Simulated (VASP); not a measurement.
MgO:

```
CELL_PARAMETERS angstrom
0.00000 2.09700 2.09700
2.09700 0.00000 2.09700
2.09700 2.09700 0.00000
ATOMIC_POSITIONS crystal
Mg 0.00000 0.00000 0.00000
O 0.50000 0.50000 0.50000
```

* Program: VASP 6.6.1
* Task: relaxation of cell and atoms
* Functional: RPBE
* Potentials or basis: VASP PAW PBE potentials, release 64 (Mg, O)
* Cutoff: 600 eV
* k mesh: 11 × 11 × 11
* Occupations: fermi-dirac, width 0.05 eV
* Spin: no spin polarisation

At the start: pressure 10.7 GPa; volume 9.22 Å³/atom.

Where does the relaxation end?

Over 3 steps the energy falls by 20.0 meV/atom and the volume is 9.85 Å³/atom (+6.9 %); space group Fm-3m (No. 225, to 0.05 Å).

The path:
```csv
step,energy change (eV),largest force (eV/Å),pressure (GPa),volume (Å³)
1,0.0000,0.0000,10.73,18.44
2,-0.0360,0.0000,-2.85,20.14
3,-0.0400,0.0000,0.02,19.71
```

Final structure:
```
Mg O
1.0
     0.00000    2.14387    2.14387
     2.14387    0.00000    2.14387
     2.14387    2.14387    0.00000
Mg O
1 1
Direct
  0.00000 0.00000 0.00000
  0.50000 0.50000 0.50000
```

Caveat: the PAW data sets were made with another functional, which shifts forces and pressure a little.
